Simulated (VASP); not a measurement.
Wanted: the native input for a VASP 6.6.1 run.

```yaml
Task: single point
Functional: PBE
Dispersion: D3(BJ)
Potentials_or_basis: VASP PAW PBE potentials, release 64 (Sc_sv, C, H)
Cutoff: 520 eV
k_mesh: 4 × 4 × 1
Occupations: gaussian, width 0.1 eV
Spin: no spin polarisation
Dipole_correction: no
Further_INCAR_settings: ALGO = Normal; EDIFF = 1e-06; NBANDS = 84; NELMDL = -8
```

The structure of Sc12H4C lies in POSCAR:

```
Sc12H4C
1.0
    6.6200000000      0.0000000000      0.0000000000
    3.3100000000      5.7330880000      0.0000000000
    0.0000000000      0.0000000000     17.2761400000
Sc C H
12 1 4
Direct
    0.0000000000      0.0000000000      0.0578833003
    0.5000000000      0.0000000000      0.0578833003
    0.0000000000      0.5000000000      0.0578833003
    0.5000000000      0.5000000000      0.0578833003
   -0.1668867031      0.3350241615      0.2001846477
    0.3313026133      0.3340482476      0.2018482717
   -0.1670196656      0.8318912949      0.1998449885
    0.3344693177      0.8325541139      0.2001657199
    0.0037892141     -0.0019868873      0.3404924943
    0.4985885648     -0.0048016008      0.3432687510
   -0.0042483300      0.5021443941      0.3423115349
    0.4979456446      0.5057262334      0.3436369467
    0.5472310865      0.2415734766      0.5400985405
    0.6848809911      0.0693751779      0.5206224886
    0.5911116858      0.3743035167      0.5224181443
    0.3795941699      0.2811476119      0.5144714039
    0.5335730884      0.2415677206      0.6033398664
```

The input as run:

INCAR

```
SYSTEM = Sc12H4C
PREC     = Accurate       ! precision mode
ENCUT    = 520            ! plane-wave cutoff, eV
EDIFF    = 1E-6           ! SCF threshold, eV
ISMEAR   = 0              ! smearing method
SIGMA    = 0.1            ! smearing width, eV
LREAL    = .False.        ! projectors in reciprocal space
LASPH    = .True.         ! aspherical terms in the spheres
NELM     = 120            ! most SCF steps
ALGO     = Normal         ! electronic algorithm
ISIF     = 2              ! what is computed and relaxed
LWAVE    = .False.        ! write WAVECAR
LCHARG   = .False.        ! write CHGCAR
GGA      = PE             ! functional
IVDW     = 12             ! dispersion correction
NBANDS   = 84             ! bands
GGA_COMPAT= .False.      
NELMDL   = -8
```

KPOINTS

```
Automatic mesh
0
Gamma
  4 4 1
  0 0 0
```

Potentials or basis: VASP PAW PBE potentials, release 64 (Sc_sv, C, H).

Run with:

```bash
$ cat potpaw_PBE.64/Sc_sv/POTCAR potpaw_PBE.64/C/POTCAR potpaw_PBE.64/H/POTCAR > POTCAR
$ mpirun -np 1 vasp_std > vasp.out
```

It gave:

The largest force is 0.040 eV/Å. The band gap on the k mesh is zero (bands 70 and 71 overlap by 0.03 eV) and the dispersion energy per atom is -0.207 eV.

Caveat: there is no dipole correction, which matters where the two faces differ.

It took 44 min on 1 thread of Intel(R) Xeon(R) Platinum 8259CL CPU @ 2.50GHz (Skylake/Cascade Lake) (shared host), peak memory 0.93 GiB.
